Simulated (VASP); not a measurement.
Crystal: CaSe.

```
Ca Se
1.0
     0.00000    3.27956    3.27956
     3.27956    0.00000    3.27956
     3.27956    3.27956    0.00000
Ca Se
1 1
Direct
  0.00000 0.00000 0.00000
  0.25000 0.25000 0.25000
```

Base run:

| Property | Result |
| --- | --- |
| Program | VASP 6.6.1 |
| Functional | r2SCAN |
| Potentials or basis | VASP PAW PBE potentials, release 64 (Ca_sv, Se) |
| Cutoff | 520 eV |
| k mesh | 6 × 6 × 6 |
| Occupations | gaussian, width 0.01 eV |
| Spin | no spin polarisation |

Its results: band gap on the k mesh 3.69 eV, indirect (least direct gap 3.78 eV); pressure 0.2 GPa.

Question: The run is repeated on the same cell with these changes: functional from r2SCAN to PBE; further incar settings from ALGO = Normal; EDIFF = 1e-06; NBANDS = 15 to ALGO = Normal; EDIFF = 1e-07; NBANDS = 15. What comes out?

Answer: Band gap on the k mesh 3.21 eV, indirect (least direct gap 3.30 eV); pressure 0.6 GPa.

Caveats: the PAW data sets were made with another functional, which shifts forces and pressure a little (some runs).

A k mesh can miss the band edges.
